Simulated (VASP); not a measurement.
# PbS in VASP: a series of runs

PbS is run at these levels: PBE; tasks: single point.

Everything below comes from runs of VASP 6.6.1. Logs are shortened: lines on timing, memory, paths and dates and some standing lists are left out, and cuts for length are marked.

### 1 The cell of the first run

The structure is cubic, space group Fm-3m (No. 225). The conventional cell has a = 6.098 Å, b = 6.098 Å, c = 6.098 Å, α = 90.00°, β = 90.00°, γ = 90.00°. Pb (site symmetry m-3m) has 6 S at 3.05 Å within 4.0 Å. S (site symmetry m-3m) has 6 Pb at 3.05 Å within 4.0 Å.

### 2 Single point, PBE (strained)

The input, INCAR:

```
SYSTEM = PbS
  PREC = Accurate
  ENCUT = 520
  EDIFF = 1E-7
  ISMEAR = 0
  SIGMA = 0.05
  LREAL = .FALSE.
  LASPH = .TRUE.
  NELM = 100
  ALGO = Normal
  ISIF = 2
  LWAVE = .FALSE.
  LCHARG = .FALSE.
  GGA = PE
  NBANDS = 17
```

The input, KPOINTS:

```
Automatic mesh
0
G
  10 10 10
  0 0 0
```

The input, POSCAR:

```
PbS
1.0
    0.0000000000      3.0490577500      3.0490577500
    3.0490577500      0.0000000000      3.0490577500
    3.0490577500      3.0490577500      0.0000000000
Pb S
1 1
Direct
    0.0000000000      0.0000000000      0.0000000000
    0.5000000000      0.5000000000      0.5000000000
```

Potentials or basis: VASP PAW PBE potentials, release 64 (Pb_d, S).

Launch:

```bash
$ cat potpaw_PBE.64/Pb_d/POTCAR potpaw_PBE.64/S/POTCAR > POTCAR
$ mpirun -np 1 vasp_std > vasp.out
```

OUTCAR:

```text
SYSTEM = PbS
   PREC = Accurate
   ENCUT = 520
   EDIFF = 1E-7
   ISMEAR = 0
   LREAL = .FALSE.
   LASPH = .TRUE.
   NELM = 100
   ISIF = 2
   GGA = PE

 ion  position               nearest neighbor table
   1  0.000  0.000  0.000-   2 3.05   2 3.05   2 3.05   2 3.05   2 3.05   2 3.05
   2  0.500  0.500  0.500-   1 3.05   1 3.05   1 3.05   1 3.05   1 3.05   1 3.05

  LATTYP: Found a face centered cubic cell.
 ALAT       =     6.0981155000

  Lattice vectors:

 A1 = (   0.0000000000,   3.0490577500,   3.0490577500)
 A2 = (   3.0490577500,   0.0000000000,   3.0490577500)
 A3 = (   3.0490577500,   3.0490577500,   0.0000000000)

Analysis of symmetry for initial positions (statically):
=====================================================================
 Subroutine PRICEL returns:
 Original cell was already a primitive cell.

 Routine SETGRP: Setting up the symmetry group for a
 face centered cubic supercell.

 Subroutine GETGRP returns: Found 48 space group operations
 (whereof 48 operations were pure point group operations)
 out of a pool of 48 trial point group operations.

The static configuration has the point symmetry O_h .

Analysis of symmetry for dynamics (positions and initial velocities):
=====================================================================
 Subroutine PRICEL returns:
 Original cell was already a primitive cell.

 Routine SETGRP: Setting up the symmetry group for a
 face centered cubic supercell.

 Subroutine GETGRP returns: Found 48 space group operations
 (whereof 48 operations were pure point group operations)
 out of a pool of 48 trial point group operations.

The dynamic configuration has the point symmetry O_h .

 Subroutine INISYM returns: Found 48 space group operations
 (whereof 48 operations are pure point group operations),
 and found     1 'primitive' translations

----------------------------------------------------------------------------------------

                                     Primitive cell

  volume of cell :      56.6927

  direct lattice vectors                    reciprocal lattice vectors
     0.000000000  3.049057750  3.049057750    -0.163985087  0.163985087  0.163985087
     3.049057750  0.000000000  3.049057750     0.163985087 -0.163985087  0.163985087
     3.049057750  3.049057750  0.000000000     0.163985087  0.163985087 -0.163985087

  length of vectors
     4.312018823  4.312018823  4.312018823     0.284030502  0.284030502  0.284030502

  position of ions in fractional coordinates (direct lattice)
     0.000000000  0.000000000  0.000000000
     0.500000000  0.500000000  0.500000000

  ion indices of the primitive-cell ions
   primitive index   ion index
                 1           1
                 2           2

----------------------------------------------------------------------------------------

 KPOINTS: Automatic mesh

Automatic generation of k-mesh.
 Grid dimensions read from file:
 generate k-points for:   10   10   10

 Generating k-lattice:

  Cartesian coordinates                     Fractional coordinates (reciprocal lattice)
    -0.016398509  0.016398509  0.016398509     0.100000000  0.000000000  0.000000000
     0.016398509 -0.016398509  0.016398509     0.000000000  0.100000000  0.000000000
     0.016398509  0.016398509 -0.016398509     0.000000000  0.000000000  0.100000000

  Length of vectors
     0.028403050  0.028403050  0.028403050

  Shift w.r.t. Gamma in fractional coordinates (k-lattice)
     0.000000000  0.000000000  0.000000000

 Subroutine IBZKPT returns following result:
 ===========================================

 Found     47 irreducible k-points:

 Following reciprocal coordinates:
            Coordinates               Weight
  0.000000  0.000000  0.000000      1.000000
  0.100000  0.000000  0.000000      8.000000
  0.200000  0.000000  0.000000      8.000000
  0.300000  0.000000  0.000000      8.000000
  0.400000  0.000000  0.000000      8.000000
  0.500000  0.000000  0.000000      4.000000
[... 16 lines left out ...]
  0.300000  0.300000  0.000000      6.000000
  0.400000  0.300000  0.000000     24.000000
 [... further k-points ...]
   k-points           NKPTS =     47   k-points in BZ     NKDIM =     47   number of bands    NBANDS=     17
   number of dos      NEDOS =    301   number of ions     NIONS =      2
   total plane-waves  NPLWV =  32768
   dimension x,y,z NGX =    32 NGY =   32 NGZ =   32
   dimension x,y,z NGXF=    64 NGYF=   64 NGZF=   64
   ions per type =               1   1
   NGX,Y,Z   is equivalent  to a cutoff of  12.34, 12.34, 12.34 a.u.
   NGXF,Y,Z  is equivalent  to a cutoff of  24.67, 24.67, 24.67 a.u.
 SYSTEM =  PbS
   PREC   = accura    normal or accurate (medium, high low for compatibility)
   ISTART =      0    job   : 0-new  1-cont  2-samecut
   ICHARG =      2    charge: 1-file 2-atom 10-const
   ISPIN  =      1    spin polarized calculation?
   LNONCOLLINEAR =      F non collinear calculations
   LSORBIT =      F    spin-orbit coupling
   LASPH  =      T    aspherical Exc in radial PAW
   ENCUT  =  520.0 eV  38.22 Ry    6.18 a.u.   8.02  8.02  8.02*2*pi/ulx,y,z
   NELM   =    100;   NELMIN=  2; NELMDL= -5     # of ELM steps
   EDIFF  = 0.1E-06   stopping-criterion for ELM
   LREAL  =      F    real-space projection
   EDIFFG = 0.1E-05   stopping-criterion for IOM
   NSW    =      0    number of steps for IOM
   IBRION =     -1    ionic relax: 0-MD 1-quasi-New 2-CG
   NFREE  =      0    steps in history (QN), initial steepest desc. (CG)
   ISIF   =      2    stress and relaxation
   ISYM   =      2    0-nonsym 1-usesym 2-fastsym
   POTIM  = 0.5000    time-step for ionic-motion
   TEBEG  =    0.0;   TEEND  =   0.0 temperature during run
   PSTRESS=    0.0 pullay stress
   NELECT =      20.0000    total number of electrons
   NUPDOWN=      -1.0000    fix difference up-down
   EMIN   =  10.00;   EMAX   =-10.00  energy-range for DOS
   EFERMI =   0.00;   METHOD = LEGACY
   ISMEAR =     0;   SIGMA  =   0.05  broadening in eV -4-tet -1-fermi 0-gaus
   EFERMI_NEDOS =   21; number of points for ismear=-14 and -15
   IALGO  =     38    algorithm
   IMIX   =      4    mixing-type and parameters
     AMIX     =   0.40;   BMIX     =  1.00
     AMIX_MAG =   1.60;   BMIX_MAG =  1.00
  volume/ion in A,a.u.               =      28.35       191.29
  Fermi-wavevector in a.u.,A,eV,Ry     =   1.156758  2.185956 18.205807  1.338089
  Thomas-Fermi vector in A             =   2.293375
   LORBIT       =      0    0 simple, 1 ext, 2 COOP (PROOUT), +10 PAW based schemes
   GGA     = PE    functional components
   LHFCALC =     F    Hartree Fock is set to
   AEXX    =    0.0000 exact exchange contribution
   IVDW    =     0    specifies the selected vdW correction
   LEPSILON=     F    determine dielectric tensor
   LRPA    =     F    only Hartree local field effects (RPA)
 non-spin polarized calculation
 Gauss-broadening in eV      SIGMA  =   0.05
  energy-cutoff  :      520.00
  volume of cell :       56.69
 maximum number of plane-waves:      1544
   NGX = 17   NGY = 17   NGZ = 17

 number of electron      20.0000003 magnetization

 Free energy of the ion-electron system (eV)
  ---------------------------------------------------
  ext. energy  EPLUGINS =         0.00000000
  ---------------------------------------------------
  free energy    TOTEN  =        -8.75262780 eV

  energy without entropy =       -8.75262780  energy(sigma->0) =       -8.75262780

 E-fermi :   4.9879     XC(G=0):  -9.2971

 val. band max:        4.7017145211   @ k =   0.5000   0.0000   0.0000
 cond. band min:       5.3344241540   @ k =   0.5000   0.0000   0.0000
 fundamental gap:      0.6327096328
 Fermi energy:         4.9879353877

 k-point     1 :       0.0000    0.0000    0.0000
  band No.  band energies     occupation
      1     -11.9395      2.00000
      2     -11.9395      2.00000
      3     -11.9395      2.00000
      4     -11.9213      2.00000
      5     -11.9213      2.00000
      6      -8.1112      2.00000
[... 9 lines left out ...]
     16      11.7042      0.00000
     17      13.5500      0.00000

 k-point     2 :       0.1000    0.0000    0.0000
  band No.  band energies     occupation
      1     -11.9391      2.00000
      2     -11.9376      2.00000
      3     -11.9376      2.00000
      4     -11.9221      2.00000
      5     -11.9221      2.00000
      6      -8.0366      2.00000
[... 9 lines left out ...]
     16      11.9288      0.00000
     17      14.2288      0.00000

 k-point     3 :       0.2000    0.0000    0.0000
  band No.  band energies     occupation
      1     -11.9380      2.00000
      2     -11.9363      2.00000
      3     -11.9363      2.00000
      4     -11.9205      2.00000
      5     -11.9205      2.00000
      6      -7.8239      2.00000
[... 9 lines left out ...]
     16      12.4797      0.00000
     17      15.5623      0.00000

 k-point     4 :       0.3000    0.0000    0.0000
  band No.  band energies     occupation
      1     -11.9401      2.00000
      2     -11.9401      2.00000
      3     -11.9369      2.00000
      4     -11.9128      2.00000
      5     -11.9128      2.00000
      6      -7.5146      2.00000
[... 9 lines left out ...]
     16      13.2987      0.00000
     17      16.6535      0.00000
[... 343 lines left out ...]
      1     -11.9434      2.00000
      2     -11.9343      2.00000
      3     -11.9328      2.00000
      4     -11.9235      2.00000
      5     -11.9120      2.00000
      6      -7.4082      2.00000
[... 9 lines left out ...]
     16      14.5175      0.00000
     17      15.0138      0.00000

 k-point    23 :       0.3000    0.3000    0.0000
  band No.  band energies     occupation
      1     -11.9750      2.00000
      2     -11.9511      2.00000
      3     -11.9113      2.00000
      4     -11.9113      2.00000
      5     -11.9092      2.00000
      6      -7.3110      2.00000
[... 9 lines left out ...]
     16      15.0089      0.00000
     17      15.5719      0.00000

 k-point    24 :       0.4000    0.3000    0.0000
  band No.  band energies     occupation
      1     -11.9880      2.00000
      2     -11.9510      2.00000
      3     -11.9126      2.00000
      4     -11.9066      2.00000
      5     -11.9017      2.00000
      6      -7.0782      2.00000
[... 9 lines left out ...]
     16      15.5485      0.00000
     17      16.3286      0.00000

 [... further k-points ...]
[... 5 lines left out ...]
  --------------------------------------------------------------------------------------
  -------------------------------------------------------------------------------------
  Total       -0.7747389     -0.7747389     -0.7747389      0.0000000      0.0000000      0.0000000
  in kB      -21.8946992    -21.8946992    -21.8946992      0.0000000      0.0000000      0.0000000
  external PRESSURE =     -21.8946992 kB  Pullay stress =       0.0000000 kB

 VOLUME and BASIS-vectors are now :
 -----------------------------------------------------------------------------
  energy-cutoff  :      520.00
  volume of cell :       56.69
      direct lattice vectors                 reciprocal lattice vectors
     0.000000000  3.049057750  3.049057750    -0.163985087  0.163985087  0.163985087
     3.049057750  0.000000000  3.049057750     0.163985087 -0.163985087  0.163985087
     3.049057750  3.049057750  0.000000000     0.163985087  0.163985087 -0.163985087

 POSITION                                       TOTAL-FORCE (eV/Angst)
 -----------------------------------------------------------------------------------
      0.00000      0.00000      0.00000         0.000000      0.000000     -0.000000
      3.04906      3.04906      3.04906         0.000000     -0.000000      0.000000
 -----------------------------------------------------------------------------------
    total drift:                                0.000000     -0.000000     -0.000000

  FREE ENERGIE OF THE ION-ELECTRON SYSTEM (eV)
  ---------------------------------------------------
  free  energy   TOTEN  =        -8.7526277996 eV

  energy  without entropy=       -8.7526277996  energy(sigma->0) =       -8.75262780
```

Wall time 19 s (1 thread of Intel Xeon Platinum 8488C (Sapphire Rapids), shared host); peak memory 0.19 GiB.

Results:

* Free energy: -8.7526 eV
* Pressure: -2.2 GPa
* Band gap on the k mesh: 0.63 eV, direct

Caveat: the cell differs from its parent crystal (strained); spin-orbit coupling is left out, which moves the levels of the heavy elements.

### 3 Single point, PBE (one atom moved)

The input, INCAR:

```
ALGO = Normal
EDIFF = 1E-6
ENCUT = 520
GGA = PE
ISIF = 2
ISMEAR = 0
LASPH = True
LCHARG = False
LREAL = False
LWAVE = False
NBANDS = 17
NELM = 80
PREC = Accurate
SIGMA = 0.05
```

The input, KPOINTS:

```
k-points
0
Gamma
  10 10 10
```

The input, POSCAR:

```
PbS
1.0
    0.0000000000      2.9650000000      2.9650000000
    2.9650000000      0.0000000000      2.9650000000
    2.9650000000      2.9650000000      0.0000000000
Pb S
1 1
Direct
    0.0000000000      0.0000000000      0.0000000000
    0.4924114671      0.5075885329      0.5075885329
```

Potentials or basis: VASP PAW PBE potentials, release 64 (Pb_d, S).

Launch:

```bash
$ cat potpaw_PBE.64/Pb_d/POTCAR potpaw_PBE.64/S/POTCAR > POTCAR
$ mpirun -np 1 vasp_std > vasp.out
```

It took 33 s on 1 thread of Intel Xeon Platinum 8488C (Sapphire Rapids), shared host; peak memory 0.23 GiB.

It converged, with:

- Free energy: -8.7544 eV
- Pressure: 2.2 GPa
- Largest force: 0.027 eV/Å
- Band gap on the k mesh: 0.39 eV, direct

Forces on the atoms (eV/Å):
```
Pb   0.027  0.000  0.000
S   -0.027  0.000  0.000
```

Stress tensor (GPa, compression positive):
```
2.29 0.00 0.00
0.00 2.20 0.00
0.00 0.00 2.20
```

Levels at points of the mesh, in eV from the valence-band top:
```
           k point  band 8  band 9  band 10  band 11  band 12  band 13
(0.00, 0.00, 0.00)   -2.17   -2.17    -2.17     5.21     5.21     5.23
(0.50, 0.00, 0.00)   -1.78   -1.78     0.00     0.39     1.97     1.98
(0.50, 0.50, 0.00)   -5.19   -3.44    -3.44     3.85     5.59     5.70
(0.00, 0.50, 0.50)   -5.18   -3.44    -3.44     3.87     5.59     5.70
```

Caveat: the cell differs from its parent crystal (one atom moved); spin-orbit coupling is left out, which moves the levels of the heavy elements.
